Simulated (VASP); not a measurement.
# MgSi11O24 in VASP: single point with PBEsol

Aim: the single point of MgSi11O24 with PBEsol.

Program: VASP 6.6.1. These are calculated values, not measurements. Logs are shortened: lines on timing, memory, paths and dates and some standing lists are left out, and cuts for length are marked.

### 1 The cell of the first run

The cell holds a repeated cell, 72 atoms: a = 8.389 Å, b = 8.389 Å, c = 8.036 Å, α = 90.00°, β = 90.00°, γ = 90.00°.

### 2 Single point, PBEsol, collinear spin

Contents of INCAR:

```
SYSTEM = MgSi11O24
PREC     = Accurate       ! precision mode
ENCUT    = 520            ! plane-wave cutoff, eV
EDIFF    = 1E-6           ! SCF threshold, eV
ISMEAR   = -1             ! smearing method
SIGMA    = 0.05           ! smearing width, eV
LREAL    = Auto         
LASPH    = .TRUE.         ! aspherical terms in the spheres
NELM     = 200            ! most SCF steps
ALGO     = Normal         ! electronic algorithm
ISIF     = 2              ! what is computed and relaxed
LWAVE    = .FALSE.        ! write WAVECAR
LCHARG   = .FALSE.        ! write CHGCAR
ISPIN    = 2              ! spin polarisation
MAGMOM   = 0 0 0 0 0 0 0 0 0 0 0 0 0 0 0 0 0 0 0 0 0 0 0.143 0.143 0 0 0 0 0.143 0 0 0 0 0 0.143 0 0 0.143 0 0 0 0 0 0.143 0 0 0 0 0.143 0.143 0 0 0 0 0.143 0.143 0 0 0 0 0 0 0 0.143 0.143 0 0 0 0 0.143 0.143 0 ! initial moments
LORBIT   = 11             ! projections on sites
GGA      = PS             ! functional
ISYM     = -1           
NBANDS   = 236            ! bands
GGA_COMPAT= .FALSE.
```

Contents of KPOINTS:

```
explicit points
1
Reciprocal
  0.25000000   0.25000000   0.25000000 1
```

Contents of POSCAR:

```
MgSi11O24
1.0
    8.3886930000      0.0000000000      0.0000000000
    0.0000000000      8.3886930000      0.0000000000
    0.0000000000      0.0000000000      8.0356430000
Si Mg O
22 2 48
Direct
    0.0002330000      0.9999560000      0.9998170000
    0.0003960000      0.0000570000      0.3332030000
    0.0005580000      0.0001780000      0.6665850000
    0.0002900000      0.4999350000      0.0000440000
    0.0005120000      0.5001760000      0.6663700000
    0.5002390000      0.9999800000      0.9998210000
    0.5003760000      0.0000420000      0.3332080000
    0.5005530000      0.0001560000      0.6665930000
    0.5002640000      0.4999410000      0.0000620000
    0.5005330000      0.5001850000      0.6663640000
    0.2460980000      0.2493830000      0.1661910000
    0.2460210000      0.2493580000      0.5002410000
    0.2496430000      0.2496100000      0.8331350000
    0.2547740000      0.7507550000      0.1661820000
    0.2546940000      0.7507380000      0.5002040000
    0.2511290000      0.7504710000      0.8332670000
    0.7460970000      0.2493670000      0.1661810000
    0.7459940000      0.2493570000      0.5002170000
    0.7496530000      0.2496460000      0.8331450000
    0.7548020000      0.7507590000      0.1662030000
    0.7547120000      0.7507480000      0.5002530000
    0.7511210000      0.7505030000      0.8332910000
    0.0004020000      0.5000470000      0.3332030000
    0.5003900000      0.5000440000      0.3332050000
    0.1551120000      0.1474860000      0.9968750000
    0.1473870000      0.1479870000      0.3330920000
    0.1552300000      0.1474940000      0.6691500000
    0.1521250000      0.6551790000      0.9982560000
    0.1668720000      0.6603590000      0.3331280000
    0.1523210000      0.6552320000      0.6684310000
    0.6551310000      0.1474720000      0.9968970000
    0.6474120000      0.1479370000      0.3330960000
    0.6552330000      0.1474960000      0.6691830000
    0.6521550000      0.6551500000      0.9983070000
    0.6668830000      0.6603590000      0.3331430000
    0.6523560000      0.6552640000      0.6685250000
    0.3484690000      0.3448550000      0.9979260000
    0.3338860000      0.3397740000      0.3332900000
    0.3486530000      0.3449610000      0.6680910000
    0.3455480000      0.8526430000      0.9972210000
    0.3533760000      0.8521570000      0.3332820000
    0.3456630000      0.8526430000      0.6695160000
    0.8484800000      0.3448720000      0.9979570000
    0.8338890000      0.3397690000      0.3332720000
    0.8486620000      0.3449620000      0.6681690000
    0.8455610000      0.8526430000      0.9972510000
    0.8533960000      0.8521430000      0.3333350000
    0.8456880000      0.8526420000      0.6695430000
    0.1008970000      0.3939640000      0.1478750000
    0.1009000000      0.3941920000      0.5184060000
    0.0977450000      0.4030130000      0.8331230000
    0.0986340000      0.9031010000      0.1651360000
    0.0986230000      0.9031080000      0.5012440000
    0.0957970000      0.9013670000      0.8332550000
    0.6008370000      0.3939380000      0.1479060000
    0.6009710000      0.3942570000      0.5184280000
    0.5977340000      0.4030150000      0.8331310000
    0.5986570000      0.9030920000      0.1651250000
    0.5986100000      0.9030750000      0.5012540000
    0.5958010000      0.9013700000      0.8332780000
    0.4021700000      0.0970460000      0.1651620000
    0.4021550000      0.0970200000      0.5012600000
    0.4049880000      0.0987680000      0.8331320000
    0.3998580000      0.6059120000      0.1479860000
    0.3999930000      0.6062050000      0.5185050000
    0.4030570000      0.5971100000      0.8332770000
    0.9021870000      0.0970330000      0.1651670000
    0.9021330000      0.0970220000      0.5012760000
    0.9049790000      0.0987620000      0.8331470000
    0.8998940000      0.6059000000      0.1480040000
    0.8999150000      0.6061510000      0.5185230000
    0.9030540000      0.5971140000      0.8333230000
```

Potentials or basis: VASP PAW PBE potentials, release 64 (Si, Mg, O).

On the command line:

```bash
$ cat potpaw_PBE.64/Si/POTCAR potpaw_PBE.64/Mg/POTCAR potpaw_PBE.64/O/POTCAR > POTCAR
$ mpirun -np 1 vasp_std > vasp.out
```

OUTCAR:

```text
SYSTEM = MgSi11O24
   PREC = Accurate
   ENCUT = 520
   EDIFF = 1E-6
   ISMEAR = -1
   LREAL = Auto
   LASPH = .TRUE.
   NELM = 200
   ISIF = 2
   ISPIN = 2
   LORBIT = 11
   GGA = PS
   ISYM = -1

 ion  position               nearest neighbor table
   1  0.000  1.000  1.000-  67 1.76  52 1.76  54 1.77  69 1.77  46 1.79  25 1.79   3 2.68   2 2.68

   2  0.000  0.000  0.333-  47 1.75  26 1.75  53 1.78  67 1.78  52 1.78  68 1.78   3 2.68   1 2.68

   3  0.001  0.000  0.667-  53 1.76  68 1.76  69 1.77  54 1.77  27 1.79  48 1.79   1 2.68   2 2.68
[... 33 lines left out ...]
  20  0.755  0.751  0.166-  35 1.71  70 1.73  46 1.78  34 1.79  47 1.79  58 1.83  22 2.68  21 2.68
                            23 3.24  24 3.28
  21  0.755  0.751  0.500-  35 1.71  71 1.73  48 1.78  36 1.79  47 1.79  59 1.83  22 2.68  20 2.68
                            23 3.24  24 3.28
  22  0.751  0.751  0.833-  36 1.75  34 1.76  48 1.76  46 1.76  72 1.81  60 1.82  20 2.68  21 2.68

  23  0.000  0.500  0.333-  50 1.93  70 1.93  49 1.93  71 1.93  29 1.94  44 1.94   4 2.68   5 2.68
                            20 3.24  12 3.24  11 3.24  21 3.24  15 3.28  17 3.28  14 3.28  18 3.28
  24  0.500  0.500  0.333-  56 1.93  64 1.93  55 1.93  65 1.93  38 1.94  35 1.94   9 2.68  10 2.68
                            18 3.24  14 3.24  15 3.24  17 3.24  11 3.28  21 3.28  12 3.28  20 3.28
  25  0.155  0.147  0.997-  13 1.76  11 1.78   1 1.79
  26  0.147  0.148  0.333-   2 1.75  11 1.79  12 1.79
  27  0.155  0.147  0.669-  13 1.76  12 1.78   3 1.79
  28  0.152  0.655  0.998-  16 1.76  14 1.79   4 1.82
  29  0.167  0.660  0.333-  14 1.71  15 1.71  23 1.94
  30  0.152  0.655  0.668-  16 1.75  15 1.79   5 1.82
[... 40 lines left out ...]
  71  0.900  0.606  0.519-   5 1.71  21 1.73  23 1.93
  72  0.903  0.597  0.833-   4 1.77   5 1.77  22 1.81

IMPORTANT INFORMATION: All symmetrisations will be switched off!
NOSYMM: (Re-)initialisation of all symmetry stuff for point group C_1.

----------------------------------------------------------------------------------------

                                     Primitive cell

  volume of cell :     565.4696

  direct lattice vectors                    reciprocal lattice vectors
     8.388693000  0.000000000  0.000000000     0.119208082  0.000000000  0.000000000
     0.000000000  8.388693000  0.000000000     0.000000000  0.119208082  0.000000000
     0.000000000  0.000000000  8.035643000     0.000000000  0.000000000  0.124445548

  length of vectors
     8.388693000  8.388693000  8.035643000     0.119208082  0.119208082  0.124445548

  position of ions in fractional coordinates (direct lattice)
     0.000233000  0.999956000  0.999817000
     0.000396000  0.000057000  0.333203000
     0.000558000  0.000178000  0.666585000
     0.000290000  0.499935000  0.000044000
     0.000512000  0.500176000  0.666370000
     0.500239000  0.999980000  0.999821000
[... 64 lines left out ...]
     0.899915000  0.606151000  0.518523000
     0.903054000  0.597114000  0.833323000

  ion indices of the primitive-cell ions
   primitive index   ion index
                 1           1
                 2           2
                 3           3
                 4           4
                 5           5
                 6           6
[... 64 lines left out ...]
                71          71
                72          72

----------------------------------------------------------------------------------------

 KPOINTS: explicit points

Read explicit list of k-points.

 Found      1 k-points:

 Following reciprocal coordinates:
            Coordinates               Weight
  0.250000  0.250000  0.250000      1.000000
   k-points           NKPTS =      1   k-points in BZ     NKDIM =      1   number of bands    NBANDS=    236
   number of dos      NEDOS =    301   number of ions     NIONS =     72
   total plane-waves  NPLWV = 245760
   dimension x,y,z NGX =    64 NGY =   64 NGZ =   60
[... 29 lines left out ...]
   ISMEAR =    -1;   SIGMA  =   0.05  broadening in eV -4-tet -1-fermi 0-gaus
   EFERMI_NEDOS =   21; number of points for ismear=-14 and -15
   IALGO  =     38    algorithm
   IMIX   =      4    mixing-type and parameters
     AMIX     =   0.40;   BMIX     =  1.00
     AMIX_MAG =   1.60;   BMIX_MAG =  1.00
  volume/ion in A,a.u.               =       7.85        53.00
  Fermi-wavevector in a.u.,A,eV,Ry     =   1.433947  2.709766 27.976335  2.056203
  Thomas-Fermi vector in A             =   2.553409
   LORBIT       =     11    0 simple, 1 ext, 2 COOP (PROOUT), +10 PAW based schemes
   GGA     = PS    functional components
   LHFCALC =     F    Hartree Fock is set to
   AEXX    =    0.0000 exact exchange contribution
   IVDW    =     0    specifies the selected vdW correction
   LEPSILON=     F    determine dielectric tensor
   LRPA    =     F    only Hartree local field effects (RPA)
 spin polarized calculation
  energy-cutoff  :      520.00
  volume of cell :      565.47
 maximum number of plane-waves:     15222
 NGX is ok and might be reduce to    64
   NGX = 31   NGY = 31   NGZ = 29

 number of electron     379.9999917 magnetization      -0.0041826

 number of electron     379.9999917 magnetization       0.0106547

 Free energy of the ion-electron system (eV)
  ---------------------------------------------------
  ext. energy  EPLUGINS =         0.00000000
  ---------------------------------------------------
  free energy    TOTEN  =      -569.65484909 eV

  energy without entropy =     -569.47428626  energy(sigma->0) =     -569.56456767

 E-fermi :   6.9065     XC(G=0): -12.4170

 val. band max:        6.8746188300   @ k =   0.2500   0.2500   0.2500
 cond. band min:       6.9069425518   @ k =   0.2500   0.2500   0.2500
 fundamental gap:      0.0323237218
 Fermi energy:         6.9065001541

 spin component 1

 k-point     1 :       0.2500    0.2500    0.2500
  band No.  band energies     occupation
      1     -14.6452      1.00000
      2     -14.0410      1.00000
      3     -14.0113      1.00000
      4     -13.8466      1.00000
      5     -13.4828      1.00000
      6     -13.3461      1.00000
[... 194 lines left out ...]
    201      15.6086      0.00000
    202      15.6437      0.00000
 Fermi energy:         6.9065001541

 spin component 2

 k-point     1 :       0.2500    0.2500    0.2500
  band No.  band energies     occupation
      1     -14.6450      1.00000
      2     -14.0408      1.00000
      3     -14.0111      1.00000
      4     -13.8463      1.00000
      5     -13.4825      1.00000
      6     -13.3459      1.00000
[... 194 lines left out ...]
    201      15.6086      0.00000
    202      15.6438      0.00000
 [bands above 202 left out]

------------------------ aborting loop because EDIFF is reached ----------------------------------------

  FORCE on cell =-STRESS in cart. coord.  units (eV):
  Direction    XX          YY          ZZ          XY          YZ          ZX
  --------------------------------------------------------------------------------------
  -------------------------------------------------------------------------------------
  Total       25.5566096     24.7964026     38.4317372     12.6977492      0.1321897      0.5603848
  in kB       72.4110068     70.2570687    108.8908435     35.9772606      0.3745407      1.5877703
  external PRESSURE =      83.8529730 kB  Pullay stress =       0.0000000 kB

 VOLUME and BASIS-vectors are now :
 -----------------------------------------------------------------------------
  energy-cutoff  :      520.00
  volume of cell :      565.47
      direct lattice vectors                 reciprocal lattice vectors
     8.388693000  0.000000000  0.000000000     0.119208082  0.000000000  0.000000000
     0.000000000  8.388693000  0.000000000     0.000000000  0.119208082  0.000000000
     0.000000000  0.000000000  8.035643000     0.000000000  0.000000000  0.124445548

 POSITION                                       TOTAL-FORCE (eV/Angst)
 -----------------------------------------------------------------------------------
      0.00195      8.38832      8.03417         0.006556      0.008132     -0.017338
      0.00332      0.00048      2.67750         0.000263      0.002405      0.000814
      0.00468      0.00149      5.35644        -0.006800     -0.008643      0.017689
      0.00243      4.19380      0.00035         0.001824     -0.009846      0.060126
      0.00430      4.19582      5.35471        -0.003707      0.009832     -0.059043
      4.19635      8.38853      8.03420         0.004243      0.003806     -0.016273
[... 64 lines left out ...]
      7.54911      5.08481      4.16667         0.022561     -0.013239     -0.031048
      7.57544      5.00901      6.69629        -0.014317      0.026924     -0.004843
 -----------------------------------------------------------------------------------
    total drift:                               -0.033996     -0.014814     -0.001805

  FREE ENERGIE OF THE ION-ELECTRON SYSTEM (eV)
  ---------------------------------------------------
  free  energy   TOTEN  =      -569.6548490902 eV

  energy  without entropy=     -569.4742862556  energy(sigma->0) =     -569.56456767

 total charge

# of ion       s       p       d       tot
------------------------------------------
    1        0.592   0.886   0.000   1.478
    2        0.596   0.897   0.000   1.493
    3        0.592   0.886   0.000   1.478
    4        0.594   0.901   0.000   1.495
    5        0.594   0.901   0.000   1.494
    6        0.592   0.886   0.000   1.478
[... 64 lines left out ...]
   71        1.552   3.652   0.000   5.205
   72        1.548   3.653   0.000   5.201
--------------------------------------------------
tot         87.834 195.316   0.257 283.407

 magnetization (x)

# of ion       s       p       d       tot
------------------------------------------
    1       -0.000  -0.000   0.000  -0.000
    2       -0.000  -0.000   0.000  -0.000
    3       -0.000  -0.000   0.000  -0.000
    4       -0.000  -0.000   0.000  -0.000
    5       -0.000  -0.000   0.000  -0.000
    6       -0.000  -0.000   0.000  -0.000
[... 64 lines left out ...]
   71        0.000   0.001   0.000   0.001
   72        0.000   0.000   0.000   0.000
--------------------------------------------------
tot          0.000   0.012  -0.000   0.012
```

Run time: 11 min. Hardware: 1 thread of Intel Xeon Platinum 8259CL at 2.50GHz (Skylake/Cascade Lake), shared host; peak memory 0.83 GiB.

What came out:

- Free energy: -569.6548 eV
- Pressure: 8.4 GPa
- Largest force: 0.081 eV/Å
- Net moment: 0.01 μB per cell
- Valence electrons inside the program's atomic spheres: Si 1.48, 1.49, 1.50 (each value once); Mg 0.56; O 5.21, 5.18, 5.20, 5.19 (each value once)

Forces on the atoms (eV/Å):
```
Si   0.007  0.008 -0.017
Si   0.000  0.002  0.001
Si  -0.007 -0.009  0.018
Si   0.002 -0.010  0.060
Si  -0.004  0.010 -0.059
Si   0.004  0.004 -0.016
Si   0.004  0.001 -0.003
Si  -0.004 -0.007  0.016
Si   0.004 -0.011  0.056
Si  -0.003  0.012 -0.059
Si  -0.010  0.050 -0.027
Si  -0.010  0.057  0.000
Si   0.018  0.071 -0.002
Si   0.005 -0.054 -0.010
Si   0.009 -0.051  0.030
Si  -0.012 -0.062 -0.004
Si  -0.009  0.051 -0.024
Si  -0.004  0.056  0.010
Si   0.016  0.065  0.001
Si   0.005 -0.056 -0.007
Si   0.004 -0.052  0.026
Si  -0.009 -0.066  0.002
Mg   0.003  0.000  0.001
Mg   0.002  0.002  0.001
O   -0.019 -0.030  0.021
O   -0.019 -0.018  0.006
O   -0.025 -0.024 -0.005
O   -0.027  0.011 -0.026
O   -0.075  0.026 -0.002
O   -0.035  0.008  0.017
O   -0.019 -0.027  0.018
O   -0.021 -0.013  0.006
O   -0.027 -0.023 -0.011
O   -0.029  0.014 -0.030
O   -0.075  0.027 -0.001
O   -0.041  0.004  0.008
O    0.036 -0.005 -0.013
O    0.076 -0.028  0.002
O    0.026 -0.013  0.036
O    0.026  0.023  0.011
O    0.019  0.015 -0.003
O    0.018  0.028 -0.020
O    0.033 -0.008 -0.014
O    0.075 -0.029  0.003
O    0.025 -0.014  0.025
O    0.025  0.021  0.009
O    0.019  0.015 -0.007
O    0.018  0.029 -0.021
O   -0.022  0.014  0.033
O    0.004 -0.007 -0.032
O    0.014 -0.028 -0.002
O    0.021 -0.024  0.009
O    0.019 -0.025 -0.006
O    0.028 -0.012  0.002
O   -0.017  0.011  0.030
O    0.001 -0.012 -0.036
O    0.014 -0.028  0.000
O    0.016 -0.021  0.012
O    0.020 -0.022 -0.005
O    0.026 -0.012  0.001
O   -0.018  0.020  0.006
O   -0.020  0.024 -0.009
O   -0.024  0.013 -0.002
O    0.001  0.008  0.036
O    0.016 -0.014 -0.030
O   -0.016  0.027  0.002
O   -0.022  0.023  0.006
O   -0.018  0.025 -0.011
O   -0.023  0.013 -0.003
O   -0.002  0.012  0.035
O    0.023 -0.013 -0.031
O   -0.014  0.027 -0.005
```

Stress tensor (GPa, compression positive):
```
 7.24  3.60  0.16
 3.60  7.03  0.04
 0.16  0.04 10.89
```

Caveat: the PAW data sets were made with another functional, which shifts forces and pressure a little.
